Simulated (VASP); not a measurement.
Write the native input for VASP 6.6.1 that does the following.

| Item | Value |
| --- | --- |
| Task | single point |
| Functional | LDA |
| Potentials or basis | VASP PAW LDA potentials, release 64 (Na_pv, I) |
| Cutoff | 520 eV |
| k mesh | 6 × 6 × 6 |
| Occupations | gaussian, width 0.01 eV |
| Spin | no spin polarisation |
| Dipole correction | no |
| Further INCAR settings | ALGO = Normal; EDIFF = 1e-07; NBANDS = 14 |

The structure of NaI lies in POSCAR:

```
NaI
1.0
    0.0000000000      3.2297205553      3.2297205553
    3.2297205553      0.0000000000      3.2297205553
    3.2297205553      3.2297205553      0.0000000000
Na I
1 1
Direct
    0.0000000000      0.0000000000      0.0000000000
    0.5000000000      0.5000000000      0.5000000000
```

The input as run:

INCAR

```
SYSTEM = NaI
PREC = Accurate
ENCUT = 520
EDIFF = 1E-7
ISMEAR = 0
SIGMA = 0.01
LREAL = .False.
LASPH = .True.
NELM = 100
ALGO = Normal
ISIF = 2
LWAVE = .False.
LCHARG = .False.
GGA = CA
NBANDS = 14
```

KPOINTS

```
Automatic mesh
0
Gamma
  6 6 6
  0 0 0
```

Potentials or basis: VASP PAW LDA potentials, release 64 (Na_pv, I).

Run with:

```sh
$ cat potpaw_LDA.64/Na_pv/POTCAR potpaw_LDA.64/I/POTCAR > POTCAR
$ mpirun -np 1 vasp_std > vasp.out
```

It gave:

```
Pressure               : -1.5 GPa
Band gap on the k mesh : 3.36 eV, direct
```

Caveat: spin-orbit coupling is left out, which moves the levels of the heavy elements.

Wall time 10 s on 1 thread of AMD EPYC 9R14 (Zen 4) (shared host), peak memory 0.15 GiB.
